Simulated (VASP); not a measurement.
Set up this calculation in VASP 6.6.1, as the native input.

```yaml
Task: electric field gradients
Functional: LDA
Potentials_or_basis: VASP PAW LDA potentials, release 64 (Li_sv)
Cutoff: 520 eV
k_mesh: 16 × 16 × 16
Occupations: fermi-dirac, width 0.08 eV
Spin: no spin polarisation
Dipole_correction: no
Further_INCAR_settings: ALGO = Normal; EDIFF = 1e-08; NBANDS = 8
```

The structure of Li lies in POSCAR:

```
Li
1.0
    0.0000000000      2.1375472270      2.1375472270
    2.1375472270      0.0000000000      2.1375472270
    2.1375472270      2.1375472270      0.0000000000
Li
1
Direct
    0.0000000000      0.0000000000      0.0000000000
```

This cell differs from its parent crystal: volume scaled by 0.96.

These files were run (other wordings do the same):

INCAR

```
SYSTEM = Li
ALGO = Normal ; EDIFF = 1E-8
ENCUT = 520 ; GGA = CA
ISIF = 2 ; ISMEAR = -1
LASPH = .True. ; LCHARG = .False.
LEFG = .True. ; LREAL = .False.
LWAVE = .False. ; NBANDS = 8
NELM = 100 ; PREC = Accurate
SIGMA = 0.08
```

KPOINTS

```
k-points
0
Gamma
  16 16 16
  0 0 0
```

Potentials or basis: VASP PAW LDA potentials, release 64 (Li_sv).

The run is started by

```bash
$ cat potpaw_LDA.64/Li_sv/POTCAR > POTCAR
$ mpirun -np 1 vasp_std > vasp.out
```

Run time: 12 s on 1 thread of Intel(R) Xeon(R) Platinum 8259CL CPU @ 2.50GHz (Skylake/Cascade Lake), with other jobs on the host, peak memory 0.12 GiB.
